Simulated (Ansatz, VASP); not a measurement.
NiO: VASP beside Ansatz

The input INCAR:

```
SYSTEM = NiO
PREC = Accurate ; ENCUT = 520
EDIFF = 1E-6 ; ISMEAR = -1
SIGMA = 0.03 ; LREAL = .False.
LASPH = .True. ; NELM = 150
ALGO = Normal ; ISIF = 2
LWAVE = .False. ; LCHARG = .True.
ISPIN = 2 ; MAGMOM = 1.5 0
LORBIT = 11 ; LMAXMIX = 4
GGA = PE ; LELF = .True.
LVHAR = .True. ; NBANDS = 19
```

Contents of KPOINTS:

```
regular mesh
0
Gamma
  17 17 17
  0 0 0
```

The input POSCAR:

```
NiO
1.0
    0.0000000000      2.0737351355      2.0737351355
    2.0737351355      0.0000000000      2.0737351355
    2.0737351355      2.0737351355      0.0000000000
Ni O
1 1
Direct
    0.0000000000      0.0000000000      0.0000000000
    0.5000000000      0.5000000000      0.5000000000
```

Input for Ansatz:

```yaml
crystal:
  lattice:
    - [0.0, 2.0737351355, 2.0737351355]
    - [2.0737351355, 0.0, 2.0737351355]
    - [2.0737351355, 2.0737351355, 0.0]
  atoms:
    - { symbol: Ni, position: [0.0, 0.0, 0.0], spin: 1.5 }
    - { symbol: O, position: [0.5, 0.5, 0.5] }
magnetization:
  spin_polarized: true
kpoints:
  mp_grid: { grid: [17, 17, 17] }
scf:
  occupations: { method: fermi_dirac, width: 0.03 }
hamiltonian:
  xc: pbe
  pseudopotentials: { kind: all_electron, lapw: { basis_error: 0.001 } }
output:
  forces: true
  stress: true
  eigenvalues: true
```

Change from the starting cell: volume scaled by 0.975.

Alike in both runs: task single point; functional PBE; k mesh 17 × 17 × 17; occupations fermi-dirac, width 0.03 eV; collinear spin.

```csv
,VASP,Ansatz
version,VASP 6.6.1,Ansatz 0.2.0
potentials or method,"VASP PAW PBE potentials, release 64 (Ni, O), cutoff 520 eV","all-electron LAPW, scalar-relativistic"
```

```tsv
	VASP	Ansatz	Ansatz less VASP
pressure (GPa)	8.8	9.6	+0.82
net moment per atom (μB)	0.82	0.86	+0.040
size of the moment on the site where the two differ most (μB)	1.36	1.44	+0.077
```

Site moments also hang on the region over which each program counts them. Ansatz ran all-electron here, and VASP with PAW potentials.
